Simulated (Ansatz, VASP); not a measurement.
## One calculation of MgF, two programs

```xyz
4
Lattice="-1.5655 1.5655 5.6216 1.5655 -1.5655 5.6216 1.5655 1.5655 -5.6216" Properties=species:S:1:pos:R:3 pbc="T T T"
Mg    0.0000    0.0000    1.4135
Mg    0.0000    0.0000    9.8298
F     0.0000    0.0000    3.5059
F     0.0000    0.0000    7.7374
```

Alike in both runs: functional PBEsol; k mesh 18 × 18 × 18; occupations gaussian, width 0.1 eV; no spin polarisation.

Ansatz relaxed the structure, and its values are those at the end. VASP's run is a single point on that final structure, the one shown.

|  | VASP | Ansatz |
| --- | --- | --- |
| version | VASP 6.6.1 | Ansatz 0.2.0 |
| potentials or method | VASP PAW PBE potentials, release 64 (Mg, F), cutoff 520 eV | scalar-relativistic, plane waves, PAW |
| valence electrons in the cell | 18 | 34 |

```csv
,VASP,Ansatz,Ansatz less VASP
gap on the k mesh at the Fermi level (eV),none,none,-
pressure (GPa),-0.5,0.0,+0.45
rms of the force components (eV/Å),0.007,0.000,-0.0065
```

VASP's potentials were made for PBE, not for PBEsol. A gap of «none» marks a metal or a gap that the smearing closes. With one functional, cell and mesh, what is left measures potentials, basis and numerics. VASP's potentials hold 18 valence electrons a cell and Ansatz's 34, so a difference there can come from the potentials and not from the codes.
